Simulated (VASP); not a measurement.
# CdTe (P6_3/mmc) in VASP: a series of runs, part 2 of 2

VASP 6.6.1.

## (4) Single point, r2SCAN

POSCAR

```
CdTe
1.0
    4.3149846782      0.0000000000      0.0000000000
   -2.1574923391      3.7368863482      0.0000000000
    0.0000000000      0.0000000000      7.0705359438
Cd Te
2 2
Direct
    0.0000000000      0.0000000000      0.0000000000
    0.0000000000      0.0000000000      0.5000000000
    0.3333333333      0.6666666667      0.2500000000
    0.6666666667      0.3333333333      0.7500000000
```

INCAR.step1

```
SYSTEM = CdTe
ALGO = Normal ; EDIFF = 1E-4
ENCUT = 520 ; GGA = PE
ISMEAR = -1 ; LASPH = .TRUE.
LCHARG = .FALSE. ; LREAL = .FALSE.
LWAVE = .TRUE. ; NBANDS = 26
NELM = 100 ; PREC = Accurate
SIGMA = 0.02
```

INCAR.step2

```
SYSTEM = CdTe
ALGO = Normal ; EDIFF = 1E-7
ENCUT = 520 ; ISIF = 2
ISMEAR = -1 ; ISTART = 1
LASPH = .TRUE. ; LCHARG = .FALSE.
LMIXTAU = .TRUE. ; LREAL = .FALSE.
LWAVE = .FALSE. ; METAGGA = R2SCAN
NBANDS = 26 ; NELM = 100
PREC = Accurate ; SIGMA = 0.02
```

KPOINTS

```
k-points
0
G
  12 12 4
  0 0 0
```

Potentials or basis: VASP PAW PBE potentials, release 64 (Cd, Te).

Launch:

```sh
> cat potpaw_PBE.64/Cd/POTCAR potpaw_PBE.64/Te/POTCAR > POTCAR
> cp INCAR.step1 INCAR
> mpirun -np 1 vasp_std > vasp.out
> cp INCAR.step2 INCAR
> mpirun -np 1 vasp_std > vasp.out
```

OUTCAR:

```text
SYSTEM = CdTe
   EDIFF = 1E-7
   ENCUT = 520
   ISIF = 2
   ISMEAR = -1
   ISTART = 1
   LASPH = .TRUE.
   LREAL = .FALSE.
   METAGGA = R2SCAN
   NELM = 100
   PREC = Accurate

 ion  position               nearest neighbor table
   1  0.000  0.000  0.000-   3 3.05   4 3.05   3 3.05   4 3.05   4 3.05   3 3.05   2 3.54   2 3.54

   2  0.000  0.000  0.500-   3 3.05   4 3.05   3 3.05   4 3.05   4 3.05   3 3.05   1 3.54   1 3.54

   3  0.333  0.667  0.250-   1 3.05   2 3.05   1 3.05   2 3.05   1 3.05   2 3.05
   4  0.667  0.333  0.750-   1 3.05   2 3.05   1 3.05   2 3.05   1 3.05   2 3.05

  LATTYP: Found a hexagonal cell.
 ALAT       =     4.3149846782
 C/A-ratio  =     1.6386004751

  Lattice vectors:

 A1 = (   4.3149846782,   0.0000000000,   0.0000000000)
 A2 = (  -2.1574923391,   3.7368863482,   0.0000000000)
 A3 = (   0.0000000000,   0.0000000000,   7.0705359438)

Analysis of symmetry for initial positions (statically):
=====================================================================
 Subroutine PRICEL returns:
 Original cell was already a primitive cell.

 Routine SETGRP: Setting up the symmetry group for a
 hexagonal supercell.

 Subroutine GETGRP returns: Found 24 space group operations
 (whereof 12 operations were pure point group operations)
 out of a pool of 24 trial point group operations.

The static configuration has the point symmetry D_3d.
 The point group associated with its full space group is D_6h.

Analysis of symmetry for dynamics (positions and initial velocities):
=====================================================================
 Subroutine PRICEL returns:
 Original cell was already a primitive cell.

 Routine SETGRP: Setting up the symmetry group for a
 hexagonal supercell.

 Subroutine GETGRP returns: Found 24 space group operations
 (whereof 12 operations were pure point group operations)
 out of a pool of 24 trial point group operations.

The dynamic configuration has the point symmetry D_3d.
[... 122 lines left out ...]
   IMIX   =      4    mixing-type and parameters
     AMIX     =   0.40;   BMIX     =  1.00
     AMIX_MAG =   1.60;   BMIX_MAG =  1.00
  volume/ion in A,a.u.               =      28.50       192.34
  Fermi-wavevector in a.u.,A,eV,Ry     =   1.114795  2.106658 16.908896  1.242769
  Thomas-Fermi vector in A             =   2.251394
   LORBIT       =      0    0 simple, 1 ext, 2 COOP (PROOUT), +10 PAW based schemes
   METAGGA = R2SCAN    functional components
   LHFCALC =     F    Hartree Fock is set to
   AEXX    =    0.0000 exact exchange contribution
   IVDW    =     0    specifies the selected vdW correction
   LEPSILON=     F    determine dielectric tensor
   LRPA    =     F    only Hartree local field effects (RPA)
 non-spin polarized calculation
  energy-cutoff  :      520.00
  volume of cell :      114.01
 maximum number of plane-waves:      3114
   NGX = 17   NGY = 17   NGZ = 27

 number of electron      36.0000016 magnetization

 Free energy of the ion-electron system (eV)
  ---------------------------------------------------
  ext. energy  EPLUGINS =         0.00000000
  ---------------------------------------------------
  free energy    TOTEN  =       -92.51861965 eV

  energy without entropy =      -92.51760155  energy(sigma->0) =      -92.51811060

 E-fermi :   3.7648     XC(G=0): -10.1751

 val. band max:        3.7552374531   @ k =   0.0833   0.0000   0.0000
 cond. band min:       3.7881439504   @ k =   0.2500   0.0000   0.0000
 fundamental gap:      0.0329064972
 Fermi energy:         3.7648058264

 k-point     1 :       0.0000    0.0000    0.0000
  band No.  band energies     occupation
      1      -8.2154      2.00000
      2      -7.0911      2.00000
      3      -5.1282      2.00000
      4      -5.1282      2.00000
      5      -5.1055      2.00000
      6      -4.9165      2.00000
[... 685 lines left out ...]
     25      11.5985      0.00000
     26      11.6979      0.00000

 [... further k-points ...]

------------------------ aborting loop because EDIFF is reached ----------------------------------------

  FORCE on cell =-STRESS in cart. coord.  units (eV):
  Direction    XX          YY          ZZ          XY          YZ          ZX
  --------------------------------------------------------------------------------------
  -------------------------------------------------------------------------------------
  Total        0.0369181      0.0369181      0.1828546      0.0000000      0.0000000      0.0000000
  in kB        0.5188103      0.5188103      2.5696554      0.0000000      0.0000000      0.0000000
  external PRESSURE =       1.2024254 kB  Pullay stress =       0.0000000 kB

 VOLUME and BASIS-vectors are now :
 -----------------------------------------------------------------------------
  energy-cutoff  :      520.00
  volume of cell :      114.01
      direct lattice vectors                 reciprocal lattice vectors
     4.314984678  0.000000000  0.000000000     0.231750533  0.133801233  0.000000000
    -2.157492339  3.736886348  0.000000000     0.000000000  0.267602465  0.000000000
     0.000000000  0.000000000  7.070535944     0.000000000  0.000000000  0.141431994

 POSITION                                       TOTAL-FORCE (eV/Angst)
 -----------------------------------------------------------------------------------
      0.00000      0.00000      0.00000         0.000000      0.000000      0.000000
      0.00000      0.00000      3.53527         0.000000      0.000000      0.000000
     -0.00000      2.49126      1.76763        -0.000000      0.000000     -0.000000
      2.15749      1.24563      5.30290         0.000000     -0.000000      0.000000
 -----------------------------------------------------------------------------------
    total drift:                                0.000000     -0.000000      0.000000

  FREE ENERGIE OF THE ION-ELECTRON SYSTEM (eV)
  ---------------------------------------------------
  free  energy   TOTEN  =       -92.5186196494 eV

  energy  without entropy=      -92.5176015480  energy(sigma->0) =      -92.51811060
```

Run time: 4.6 min. Hardware: 1 thread of Intel Xeon 6975P-C (Granite Rapids), shared host; peak memory 0.33 GiB.

What came out:

```
Free energy            : -92.5186 eV
Pressure               : 0.1 GPa
Band gap on the k mesh : zero (band 18 reaches 3.80 eV, above the bottom of band 19 at 3.18 eV)
```

Caveat: the PAW data sets were made with another functional, which shifts forces and pressure a little; spin-orbit coupling is left out, which moves the levels of the heavy elements.

## (5) Relaxation of cell and atoms, r2SCAN

This run uses another cell than the first one, of 29.15 Å³/atom, 1.023 times its volume.

POSCAR

```
CdTe
1.0
    4.3555212212      0.0000000000      0.0000000000
   -2.1777606106      3.7719920243      0.0000000000
    0.0000000000      0.0000000000      7.0968496160
Cd Te
2 2
Direct
    0.0000000000      0.0000000000      0.0000000000
    0.0000000000      0.0000000000      0.5000000000
    0.3333333333      0.6666666667      0.2500000000
    0.6666666667      0.3333333333      0.7500000000
```

INCAR.step1

```
PREC = Accurate
ENCUT = 600
ISMEAR = -1
SIGMA = 0.02
LREAL = False
LASPH = True
NELM = 100
GGA = PE
ALGO = Normal
EDIFF = 1E-4
LWAVE = True
LCHARG = False
```

INCAR.step2

```
PREC = Accurate
ENCUT = 600
EDIFF = 1E-7
ISMEAR = -1
SIGMA = 0.02
LREAL = False
LASPH = True
NELM = 100
ALGO = Normal
ISIF = 3
LWAVE = False
LCHARG = False
METAGGA = R2SCAN
LMIXTAU = True
IBRION = 2
NSW = 80
EDIFFG = -0.005
ISTART = 1
```

KPOINTS

```
regular mesh
0
Gamma
  6 6 4
```

Potentials or basis: VASP PAW PBE potentials, release 64 (Cd, Te).

Launch:

```sh
> cat potpaw_PBE.64/Cd/POTCAR potpaw_PBE.64/Te/POTCAR > POTCAR
> cp INCAR.step1 INCAR
> mpirun -np 1 vasp_std > vasp.out
> cp INCAR.step2 INCAR
> mpirun -np 1 vasp_std > vasp.out
```

OUTCAR:

```text
PREC = Accurate
   ENCUT = 600
   EDIFF = 1E-7
   ISMEAR = -1
   LREAL = False
   LASPH = True
   NELM = 100
   ISIF = 3
   METAGGA = R2SCAN
   IBRION = 2
   NSW = 80
   EDIFFG = -0.005
   ISTART = 1

 ion  position               nearest neighbor table
   1  0.000  0.000  0.000-   3 3.08   4 3.08   4 3.08   3 3.08   4 3.08   3 3.08   2 3.55   2 3.55

   2  0.000  0.000  0.500-   3 3.08   4 3.08   4 3.08   3 3.08   4 3.08   3 3.08   1 3.55   1 3.55

   3  0.333  0.667  0.250-   1 3.08   2 3.08   1 3.08   2 3.08   1 3.08   2 3.08
   4  0.667  0.333  0.750-   1 3.08   2 3.08   1 3.08   2 3.08   1 3.08   2 3.08

  LATTYP: Found a hexagonal cell.
 ALAT       =     4.3555212212
 C/A-ratio  =     1.6293915827

  Lattice vectors:

 A1 = (   4.3555212212,   0.0000000000,   0.0000000000)
 A2 = (  -2.1777606106,   3.7719920243,   0.0000000000)
 A3 = (   0.0000000000,   0.0000000000,   7.0968496160)

Analysis of symmetry for initial positions (statically):
=====================================================================
 Subroutine PRICEL returns:
 Original cell was already a primitive cell.

 Routine SETGRP: Setting up the symmetry group for a
 hexagonal supercell.

 Subroutine GETGRP returns: Found 24 space group operations
[... 158 lines left out ...]
--------------------------------------- Ionic step        1  -------------------------------------------

 number of electron      36.0000010 magnetization

 Free energy of the ion-electron system (eV)
  ---------------------------------------------------
  ext. energy  EPLUGINS =         0.00000000
  ---------------------------------------------------
  free energy    TOTEN  =       -92.50347671 eV

  energy without entropy =      -92.50222352  energy(sigma->0) =      -92.50285011

------------------------ aborting loop because EDIFF is reached ----------------------------------------

  FORCE on cell =-STRESS in cart. coord.  units (eV):
  Direction    XX          YY          ZZ          XY          YZ          ZX
  --------------------------------------------------------------------------------------
  -------------------------------------------------------------------------------------
  Total       -0.7838706     -0.7838706     -0.6544295      0.0000000     -0.0000000     -0.0000000
  in kB      -10.7715558    -10.7715558     -8.9928410      0.0000000     -0.0000000     -0.0000000
  external PRESSURE =     -10.1786508 kB  Pullay stress =       0.0000000 kB
[... 215 lines left out ...]
--------------------------------------- Ionic step        7  -------------------------------------------

 number of electron      36.0000001 magnetization

 Free energy of the ion-electron system (eV)
  ---------------------------------------------------
  ext. energy  EPLUGINS =         0.00000000
  ---------------------------------------------------
  free energy    TOTEN  =       -92.51130250 eV

  energy without entropy =      -92.51008671  energy(sigma->0) =      -92.51069460

 E-fermi :   3.8025     XC(G=0): -10.1601

 val. band max:        3.7866117158   @ k =   0.1667   0.0000   0.0000
 cond. band min:       4.1957200676   @ k =   0.3333   0.3333   0.2500
 fundamental gap:      0.4091083518
 Fermi energy:         3.8024530367

 k-point     1 :       0.0000    0.0000    0.0000
  band No.  band energies     occupation
      1      -8.2156      2.00000
      2      -7.0944      2.00000
      3      -5.1598      2.00000
      4      -5.1598      2.00000
      5      -5.1385      2.00000
      6      -4.9508      2.00000
[... 545 lines left out ...]
  FREE ENERGIE OF THE ION-ELECTRON SYSTEM (eV)
  ---------------------------------------------------
  free  energy   TOTEN  =       -92.5113025001 eV

  energy  without entropy=      -92.5100867061  energy(sigma->0) =      -92.51069460

 reached required accuracy - stopping structural energy minimisation
```

It took 15 min on 1 thread of Intel Xeon Platinum 8375C at 2.90GHz (Ice Lake), shared host; peak memory 0.33 GiB.

Results:

```yaml
Free_energy: -92.5113 eV
Relaxed_volume: 28.58 Å³/atom
Relaxed_cell: a = 4.319 Å, b = 4.319 Å, c = 7.074 Å, α = 90.00°, β = 90.00°, γ = 120.00°
Space_group_after_relaxing_to_0.05_Å: P6_3/mmc (No. 194)
Energy_gained_by_relaxing: 2.0 meV/atom
Ionic_steps: 7
Pressure_after_relaxing: 0.0 GPa
Band_gap_on_the_k_mesh: zero (band 18 reaches 3.79 eV, above the bottom of band 19 at 3.16 eV)
```

Step by step:
```csv
step,energy change (eV),largest force (eV/Å),pressure (GPa),volume (Å³)
1,0.0000,0.0000,-1.02,116.59
2,-0.0068,0.0000,0.37,113.50
3,-0.0076,0.0000,0.00,114.26
4,-0.0076,0.0000,0.03,114.21
5,-0.0078,0.0000,0.03,114.21
6,-0.0078,0.0000,0.03,114.20
7,-0.0078,0.0000,-0.02,114.30
```

Final structure:
```cif
data_structure
_symmetry_space_group_name_H-M 'P 1'
_symmetry_Int_Tables_number 1
_cell_length_a 4.3193
_cell_length_b 4.3193
_cell_length_c 7.0743
_cell_angle_alpha 90.000
_cell_angle_beta 90.000
_cell_angle_gamma 120.000
_cell_volume 114.30
loop_
_atom_site_label
_atom_site_type_symbol
_atom_site_fract_x
_atom_site_fract_y
_atom_site_fract_z
_atom_site_occupancy
Cd1 Cd 0.00000 0.00000 0.00000 1
Cd2 Cd 0.00000 0.00000 0.50000 1
Te1 Te 0.33333 0.66667 0.25000 1
Te2 Te 0.66667 0.33333 0.75000 1
```

Levels at points of the mesh, in eV from the Fermi level:
| k point | band 16 | band 17 | band 18 | band 19 | band 20 | band 21 |
| --- | --- | --- | --- | --- | --- | --- |
| (0.00, 0.00, 0.00) | -0.54 | -0.13 | -0.13 | 0.50 | 2.96 | 5.26 |
| (0.50, 0.00, 0.00) | -2.19 | -2.19 | -0.13 | 1.58 | 2.53 | 3.25 |
| (0.00, 0.00, 0.50) | -0.35 | -0.35 | -0.35 | 2.66 | 2.66 | 5.33 |
| (0.50, 0.00, 0.50) | -1.43 | -1.35 | -1.35 | 1.15 | 1.15 | 4.49 |

Caveat: the PAW data sets were made with another functional, which shifts forces and pressure a little; spin-orbit coupling is left out, which moves the levels of the heavy elements.

## (6) Single point, PBE

This run uses another cell than the first one, of 29.15 Å³/atom, 1.023 times its volume.

INCAR

```
SYSTEM = CdTe
ALGO = Normal ; EDIFF = 1E-7
ENCUT = 520 ; GGA = PE
ISIF = 2 ; ISMEAR = -1
LASPH = .True. ; LCHARG = .True.
LELF = .True. ; LREAL = .False.
LVHAR = .True. ; LWAVE = .False.
NBANDS = 26 ; NELM = 100
PREC = Accurate ; SIGMA = 0.02
```

KPOINTS

```
k-points
0
Gamma
  6 6 4
  0 0 0
```

POSCAR is that of step 5.

Potentials or basis: VASP PAW PBE potentials, release 64 (Cd, Te).

Launch:

```sh
> cat potpaw_PBE.64/Cd/POTCAR potpaw_PBE.64/Te/POTCAR > POTCAR
> mpirun -np 1 vasp_std > vasp.out
```

Wall time 54 s (1 thread of Intel Xeon Platinum 8259CL at 2.50GHz (Skylake/Cascade Lake), shared host); peak memory 0.26 GiB.

It converged, with:

| Property | Result |
| --- | --- |
| Free energy | -8.8010 eV |
| Pressure | 0.2 GPa |
| Band gap on the k mesh | zero (band 18 reaches 3.79 eV, above the bottom of band 19 at 2.88 eV) |

Levels at points of the mesh, in eV from the Fermi level:
| k point | band 14 | band 15 | band 16 | band 17 | band 18 | band 19 | band 20 | band 21 | band 22 | band 23 |
| --- | --- | --- | --- | --- | --- | --- | --- | --- | --- | --- |
| (0.00, 0.00, 0.00) | -0.59 | -0.59 | -0.46 | -0.15 | -0.12 | -0.12 | 2.41 | 4.80 | 4.80 | 5.49 |
| (0.50, 0.00, 0.00) | -3.55 | -2.95 | -2.21 | -2.08 | -0.11 | 1.33 | 2.18 | 2.75 | 3.93 | 5.85 |
| (0.00, 0.00, 0.50) | -3.47 | -0.33 | -0.33 | -0.33 | -0.33 | 2.09 | 2.09 | 4.87 | 4.87 | 4.87 |
| (0.50, 0.00, 0.50) | -4.77 | -1.38 | -1.38 | -1.28 | -1.28 | 0.85 | 0.85 | 4.14 | 4.14 | 6.17 |

Caveat: spin-orbit coupling is left out, which moves the levels of the heavy elements.

## (7) The runs side by side

```csv
task,level,cell,k mesh,cutoff (eV),gap on the mesh (eV),pressure (GPa)
single point,r2SCAN,"a = 4.315, b = 4.315, c = 7.071 Å, angles 90.0, 90.0, 120.0°, 4 atoms",6 × 6 × 4,520,none,0.2
relaxation of cell and atoms,r2SCAN,"relaxed from a = 4.356, b = 4.356, c = 7.097 Å, angles 90.0, 90.0, 120.0°, 4 atoms",6 × 6 × 4,600,none,0.0
single point,r2SCAN,"a = 4.315, b = 4.315, c = 7.071 Å, angles 90.0, 90.0, 120.0°, 4 atoms",12 × 12 × 4,520,none,0.1
single point,PBE,"a = 4.356, b = 4.356, c = 7.097 Å, angles 90.0, 90.0, 120.0°, 4 atoms",6 × 6 × 4,520,none,0.2
```

Alike in all rows: potentials or basis VASP PAW PBE potentials, release 64 (Cd, Te); no spin polarisation; smearing fermi-dirac 0.02 eV.

Caveats: spin-orbit coupling is left out, which moves the levels of the heavy elements; the PAW data sets were made with another functional, which shifts forces and pressure a little (some runs).

Absolute energies hang on the potentials; compare differences alone.
